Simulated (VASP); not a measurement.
# AlN in VASP: a series of runs, part 2 of 2

VASP 6.6.1. The steps go on from the part before.

**5. Single point, PBE (epitaxial 111 strain +4.0%)**

The input, INCAR:

```
  PREC = Accurate
  ENCUT = 520
  EDIFF = 1E-6
  ISMEAR = 0
  SIGMA = 0.01
  LREAL = F
  LASPH = T
  NELM = 80
  ALGO = Normal
  ISIF = 2
  LWAVE = F
  LCHARG = F
  GGA = PE
  NBANDS = 11
```

The input, KPOINTS:

```
Automatic mesh
0
Gamma
  6 6 6
```

The input, POSCAR:

```
AlN
1.0
   -0.0770983581      2.1951731109      2.1951731109
    2.1951731109     -0.0770983581      2.1951731109
    2.1951731109      2.1951731109     -0.0770983581
Al N
1 1
Direct
   -0.0019950247     -0.0019950247     -0.0019950247
    0.2519950247      0.2519950247      0.2519950247
```

Potentials or basis: VASP PAW PBE potentials, release 64 (Al, N).

Command:

```sh
$ cat potpaw_PBE.64/Al/POTCAR potpaw_PBE.64/N/POTCAR > POTCAR
$ mpirun -np 1 vasp_std > vasp.out
```

OUTCAR:

```text
PREC = Accurate
   ENCUT = 520
   EDIFF = 1E-6
   ISMEAR = 0
   LREAL = F
   LASPH = T
   NELM = 80
   ISIF = 2
   GGA = PE

 ion  position               nearest neighbor table
   1  0.998  0.998  0.998-   2 1.90   2 1.95   2 1.95   2 1.95
   2  0.252  0.252  0.252-   1 1.90   1 1.95   1 1.95   1 1.95

  LATTYP: Found a trigonal (rhomboedric) cell.
 ALAT       =     3.1054008003
 COS(alpha) =     0.4645916873

  Lattice vectors:

 A1 = (  -0.0770983581,   2.1951731109,   2.1951731109)
 A2 = (   2.1951731109,  -0.0770983581,   2.1951731109)
 A3 = (   2.1951731109,   2.1951731109,  -0.0770983581)

Analysis of symmetry for initial positions (statically):
=====================================================================
 Subroutine PRICEL returns:
 Original cell was already a primitive cell.

 Routine SETGRP: Setting up the symmetry group for a
 trigonal (rhombohedral) supercell.

 Subroutine GETGRP returns: Found  6 space group operations
 (whereof  6 operations were pure point group operations)
 out of a pool of 12 trial point group operations.

The static configuration has the point symmetry C_3v.

[... 164 lines left out ...]
 fundamental gap:      2.9962205063
 Fermi energy:         5.6532376683

 k-point     1 :       0.0000    0.0000    0.0000
  band No.  band energies     occupation
      1      -9.2417      2.00000
      2       5.2539      2.00000
      3       5.2539      2.00000
      4       5.6065      2.00000
      5       8.9155      0.00000
      6      16.8651      0.00000
      7      16.8651      0.00000
      8      18.2138      0.00000
      9      22.4938      0.00000
     10      22.4938      0.00000
     11      23.7153      0.00000
[... 309 lines left out ...]
 k-point    24 :      -0.3333    0.5000    0.1667
  band No.  band energies     occupation
      1      -6.7678      2.00000
      2       1.2130      2.00000
      3       2.6608      2.00000
      4       3.0621      2.00000
      5      10.4381      0.00000
      6      15.2082      0.00000
      7      17.3116      0.00000
      8      17.9056      0.00000
      9      21.0853      0.00000
     10      24.8689      0.00000
     11      28.2865      0.00000

 [... further k-points ...]
[... 5 lines left out ...]
  --------------------------------------------------------------------------------------
  -------------------------------------------------------------------------------------
  Total       -1.0668539     -1.0668539     -1.0668539      0.7963796      0.7963796      0.7963796
  in kB      -76.7521721    -76.7521721    -76.7521721     57.2935676     57.2935676     57.2935676
  external PRESSURE =     -76.7521721 kB  Pullay stress =       0.0000000 kB

 VOLUME and BASIS-vectors are now :
 -----------------------------------------------------------------------------
  energy-cutoff  :      520.00
  volume of cell :       22.27
      direct lattice vectors                 reciprocal lattice vectors
    -0.077098358  2.195173111  2.195173111    -0.216110890  0.223977371  0.223977371
     2.195173111 -0.077098358  2.195173111     0.223977371 -0.216110890  0.223977371
     2.195173111  2.195173111 -0.077098358     0.223977371  0.223977371 -0.216110890

 POSITION                                       TOTAL-FORCE (eV/Angst)
 -----------------------------------------------------------------------------------
      4.30464      4.30464      4.30464        -0.025365     -0.025365     -0.025365
      1.08692      1.08692      1.08692         0.025365      0.025365      0.025365
 -----------------------------------------------------------------------------------
    total drift:                                0.000111      0.000111      0.000111

  FREE ENERGIE OF THE ION-ELECTRON SYSTEM (eV)
  ---------------------------------------------------
  free  energy   TOTEN  =       -14.7802732698 eV

  energy  without entropy=      -14.7802732698  energy(sigma->0) =      -14.78027327
```

It took 5.6 s on 1 thread of Intel Xeon Platinum 8259CL at 2.50GHz (Skylake/Cascade Lake), shared host; peak memory 0.13 GiB.

Results:

* Free energy: -14.7803 eV
* Pressure: -7.7 GPa
* Largest force: 0.044 eV/Å
* Band gap on the k mesh: 3.00 eV, indirect (least direct gap 3.31 eV)

Forces on the atoms (eV/Å):
```
Al  -0.025 -0.025 -0.025
N    0.025  0.025  0.025
```

Stress tensor (GPa, compression positive):
```
-7.68  5.73  5.73
 5.73 -7.68  5.73
 5.73  5.73 -7.68
```

Levels at points of the mesh, in eV from the valence-band top:
| k point | band 2 | band 3 | band 4 | band 5 | band 6 | band 7 |
| --- | --- | --- | --- | --- | --- | --- |
| (0.00, 0.00, 0.00) | -0.35 | -0.35 | 0.00 | 3.31 | 11.26 | 11.26 |
| (0.50, 0.00, 0.00) | -5.89 | -0.72 | -0.54 | 6.64 | 9.05 | 10.38 |
| (0.50, 0.50, 0.00) | -4.94 | -2.17 | -1.70 | 3.00 | 8.01 | 12.75 |
| (0.50, 0.50, 0.50) | -5.63 | -0.93 | -0.93 | 6.14 | 9.17 | 9.94 |

Caveat: the cell differs from its parent crystal (epitaxial 111 strain +4.0%).

**6. Single point, r2SCAN**

This run uses another cell than the first one, of 10.43 Å³/atom, 0.984 times its volume.

The input, POSCAR:

```
AlN
1.0
    0.0000000000      2.1848764125      2.1848764125
    2.1848764125      0.0000000000      2.1848764125
    2.1848764125      2.1848764125      0.0000000000
Al N
1 1
Direct
    0.0000000000      0.0000000000      0.0000000000
    0.2500000000      0.2500000000      0.2500000000
```

The input, INCAR.step1:

```
PREC     = Accurate       # precision mode
ENCUT    = 520            # plane-wave cutoff, eV
ISMEAR   = 0              # smearing method
SIGMA    = 0.01           # smearing width, eV
LREAL    = False          # projectors in reciprocal space
LASPH    = True           # aspherical terms in the spheres
NELM     = 60             # most SCF steps
NBANDS   = 11             # bands
GGA      = PE             # functional
ALGO     = Normal         # electronic algorithm
EDIFF    = 1E-4           # SCF threshold, eV
LWAVE    = True           # write WAVECAR
LCHARG   = False          # write CHGCAR
```

The input, INCAR.step2:

```
PREC     = Accurate       # precision mode
ENCUT    = 520            # plane-wave cutoff, eV
EDIFF    = 1E-6           # SCF threshold, eV
ISMEAR   = 0              # smearing method
SIGMA    = 0.01           # smearing width, eV
LREAL    = False          # projectors in reciprocal space
LASPH    = True           # aspherical terms in the spheres
NELM     = 60             # most SCF steps
ALGO     = Normal         # electronic algorithm
ISIF     = 2              # what is computed and relaxed
LWAVE    = False          # write WAVECAR
LCHARG   = False          # write CHGCAR
METAGGA  = R2SCAN         # meta-GGA
LMIXTAU  = True         
NBANDS   = 11             # bands
ISTART   = 1
```

The input, KPOINTS:

```
Automatic mesh
0
Gamma
  10 10 10
```

Potentials or basis: VASP PAW PBE potentials, release 64 (Al, N).

Command:

```sh
$ cat potpaw_PBE.64/Al/POTCAR potpaw_PBE.64/N/POTCAR > POTCAR
$ cp INCAR.step1 INCAR
$ mpirun -np 1 vasp_std > vasp.out
$ cp INCAR.step2 INCAR
$ mpirun -np 1 vasp_std > vasp.out
```

Run time: 30 s. Hardware: 1 thread of Intel Xeon Platinum 8259CL at 2.50GHz (Skylake/Cascade Lake), shared host; peak memory 0.14 GiB.

Results (log left out):

| Item | Value |
| --- | --- |
| Free energy | -19.1797 eV |
| Pressure | -0.4 GPa |
| Band gap on the k mesh | 3.93 eV, indirect (least direct gap 4.88 eV) |

Levels at points of the mesh, in eV from the valence-band top:
| k point | band 1 | band 2 | band 3 | band 4 | band 5 | band 6 | band 7 | band 8 | band 9 |
| --- | --- | --- | --- | --- | --- | --- | --- | --- | --- |
| (0.00, 0.00, 0.00) | -15.73 | 0.00 | 0.00 | 0.00 | 4.88 | 13.51 | 13.51 | 13.51 | 18.52 |
| (0.50, 0.00, 0.00) | -13.73 | -5.89 | -0.49 | -0.49 | 8.20 | 10.82 | 11.94 | 11.94 | 19.31 |
| (0.50, 0.50, 0.00) | -13.10 | -4.95 | -1.81 | -1.81 | 3.93 | 9.47 | 15.18 | 16.94 | 16.94 |

Caveat: the PAW data sets were made with another functional, which shifts forces and pressure a little.

**7. Summary**

| level | cell | k mesh | gap on the mesh (eV) | pressure (GPa) | largest force (eV/Å) |
| --- | --- | --- | --- | --- | --- |
| PBE | a = 3.093 Å, angles 60.6°, 2 atoms | 6 × 6 × 6 | 3.23 | 1.0 | 0.01 |
| PBE | a = 3.097 Å, angles 61.2°, 2 atoms | 6 × 6 × 6 | 3.15 | -2.2 | 0.03 |
| PBE | a = 3.101 Å, angles 61.7°, 2 atoms | 6 × 6 × 6 | 3.07 | -5.1 | 0.03 |
| PBE | a = 3.105 Å, angles 62.3°, 2 atoms | 6 × 6 × 6 | 3.00 | -7.7 | 0.04 |
| r2SCAN | a = 3.090 Å, angles 60.0°, 2 atoms | 10 × 10 × 10 | 3.93 | -0.4 | - |

Alike in all rows: task single point; potentials or basis VASP PAW PBE potentials, release 64 (Al, N); no spin polarisation; cutoff (eV) 520; smearing gaussian 0.01 eV.

Caveats: the PAW data sets were made with another functional, which shifts forces and pressure a little (some runs).

Total energies depend on the potentials used, so only differences within one code and one set of settings carry meaning.
